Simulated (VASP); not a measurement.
# AlN: single point with PBE

Crystal: AlN.

```xyz
4
Lattice="2.8557 0.0000 0.0000 -1.4279 2.4731 0.0000 0.0000 0.0000 4.8831" Properties=species:S:1:pos:R:3 pbc="T T T"
Al    0.0000    0.0000    0.0000
Al    0.0000    0.0000    2.4416
N     0.0000    1.6488    1.2208
N     1.4279    0.8244    3.6623
```

```yaml
Program: VASP 6.6.1
Task: single point
Functional: PBE
Potentials_or_basis: VASP PAW PBE potentials, release 64 (Al, N)
Cutoff: 520 eV
k_mesh: 12 × 12 × 6
Occupations: fermi-dirac, width 0.02 eV
Spin: no spin polarisation
Dipole_correction: no
Further_INCAR_settings: ALGO = Normal; EDIFF = 1e-07; NBANDS = 16
```

* Pressure: -0.3 GPa
* Band gap on the k mesh: 4.73 eV, indirect (least direct gap 4.83 eV)

Stress tensor (GPa, compression positive):
```
-0.24  0.00  0.00
 0.00 -0.24  0.00
 0.00  0.00 -0.38
```

Levels at points of the mesh, in eV from the valence-band top:
```csv
k point,band 5,band 6,band 7,band 8,band 9,band 10,band 11,band 12
"(0.00, 0.00, 0.00)",-0.81,-0.55,0.00,0.00,4.83,6.20,8.94,12.11
"(0.50, 0.00, 0.00)",-4.94,-3.00,-2.50,-1.05,5.33,6.17,6.46,10.64
"(0.00, 0.00, 0.50)",-0.42,-0.42,-0.42,-0.42,6.39,6.39,10.21,10.21
"(0.50, 0.00, 0.50)",-2.62,-2.62,-1.85,-1.85,5.46,5.46,7.08,7.08
```

Wall time 24 s on 1 thread of Intel(R) Xeon(R) Platinum 8488C (Sapphire Rapids), on a shared host, peak memory 0.17 GiB.

A k mesh can miss the band edges. As with any semilocal functional, this PBE gap is likely too small.
